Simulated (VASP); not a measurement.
Input of a VASP 6.6.1 run:

File INCAR:

```
PREC = Accurate
ENCUT = 520
EDIFF = 1E-6
ISMEAR = -1
SIGMA = 0.02
LREAL = False
LASPH = True
NELM = 100
ALGO = Normal
ISIF = 2
LWAVE = False
LCHARG = True
GGA = PS
LELF = True
LVHAR = True
NBANDS = 68
NELECT = 112.0
```

The input KPOINTS:

```
regular mesh
0
Gamma
  1 1 1
```

POSCAR

```
Sn4HI8
1.0
    7.5838790000      0.0000000000      0.0000000000
    0.0000000000      7.5838790000      0.0000000000
    0.0000000000      0.0000000000      9.2389150000
Sn I H
4 8 1
Direct
   -0.0116431183      0.0301297001     -0.0054876574
    0.2906032652      0.3089184308      0.2303084291
    0.0259365952      0.0354040459      0.5036413908
    0.6024885154      0.6311809563      0.7606953847
    0.2996355823      0.2908142390     -0.0856052902
    0.6726241281      0.6865747726      0.0648128054
    0.9111036714      0.2922119406      0.2506571389
    0.2780766940      0.9308033527      0.2516745743
    0.2877683043      0.3484100946      0.5600332940
    0.6197751836      0.7032153335      0.4706180325
    0.7541391417      0.1845493579      0.7569178848
    0.1673154332      0.7405049580      0.7419594184
    0.6508542660      0.7323824655      0.2644899320
```

Potentials or basis: VASP PAW PBE potentials, release 64 (Sn_d, I, H).

Launch:

```console
$ cat potpaw_PBE.64/Sn_d/POTCAR potpaw_PBE.64/I/POTCAR potpaw_PBE.64/H/POTCAR > POTCAR
$ mpirun -np 1 vasp_gam > vasp.out
```

Problem. What does it give for the largest force?

Solution. 1.360 eV/Å.

Forces on the atoms (eV/Å):
```
Sn   0.375 -0.059 -0.614
Sn   0.939  0.952  0.248
Sn   0.127  0.143  0.667
Sn  -0.146 -0.035  0.530
I   -0.347  0.036  0.215
I   -0.253  0.181  0.112
I   -0.832  0.034 -0.024
I   -0.132 -0.689 -0.036
I   -0.160 -0.999 -0.394
I    0.646  0.087 -0.951
I    0.110 -0.188 -0.174
I   -0.373  0.754  0.435
H    0.047 -0.216 -0.016
```

Caveat: the k points lie up to 0.83 Å⁻¹ apart, too coarse for converged energies, forces and pressures; the cell carries a net charge on a neutralising background, which shifts energy and pressure; the PAW data sets were made with another functional, which shifts forces and pressure a little.
